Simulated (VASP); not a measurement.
Here is a VASP 6.6.1 calculation.

File INCAR:

```
  PREC = Accurate
  ENCUT = 600
  EDIFF = 1E-6
  ISMEAR = 0
  SIGMA = 0.1
  LREAL = False
  LASPH = True
  NELM = 120
  ALGO = Normal
  ISIF = 2
  LWAVE = False
  LCHARG = True
  GGA = PE
  IVDW = 12
  LELF = True
  LVHAR = True
  NBANDS = 94
  GGA_COMPAT = False
```

KPOINTS

```
Automatic mesh
0
Gamma
  5 5 5
```

Contents of POSCAR:

```
SnO
1.0
    3.8365550865      3.8365550865     -4.7594503556
   -3.8365550865      3.8365550865      4.7594503556
    3.8365550865     -3.8365550865      4.7594503556
Sn O
8 8
Direct
    0.2500000000      0.1217339966      0.3717339966
    0.2500000000      0.6217339966      0.8717339966
    0.7500000000      0.6217339966      0.3717339966
    0.7500000000      0.1217339966      0.8717339966
    0.2500000000      0.6282660035      0.3782660034
    0.2500000000      0.1282660035      0.8782660034
    0.7500000000      0.1282660035      0.3782660034
    0.7500000000      0.6282660035      0.8782660034
    0.0000000000      0.0000000000      0.0000000000
    0.0000000000      0.5000000000      0.5000000000
    0.5000000000      0.5000000000      0.0000000000
    0.5000000000      0.0000000000      0.5000000000
    0.5000000000      0.2500000000      0.2500000000
    0.5000000000      0.7500000000      0.7500000000
    0.0000000000      0.7500000000      0.2500000000
    0.0000000000      0.2500000000      0.7500000000
```

Potentials or basis: VASP PAW PBE potentials, release 64 (Sn_d, O).

Launch:

```bash
$ cat potpaw_PBE.64/Sn_d/POTCAR potpaw_PBE.64/O/POTCAR > POTCAR
$ mpirun -np 1 vasp_std > vasp.out
```

**Question.** What does it give for the pressure?

**Answer.** 0.1 GPa.

**Question.** What does it give for the largest force?

**Answer.** 0.082 eV/Å.

Forces in eV/Å, atoms in the order of the input:
```
Sn   0.000  0.000  0.082
Sn   0.000  0.000  0.082
Sn   0.000  0.000  0.082
Sn   0.000  0.000  0.082
Sn   0.000  0.000 -0.082
Sn   0.000  0.000 -0.082
Sn   0.000  0.000 -0.082
Sn   0.000  0.000 -0.082
O    0.000  0.000  0.000
O    0.000  0.000  0.000
O    0.000  0.000  0.000
O    0.000  0.000  0.000
O    0.000  0.000  0.000
O    0.000  0.000  0.000
O    0.000  0.000  0.000
O    0.000  0.000  0.000
```
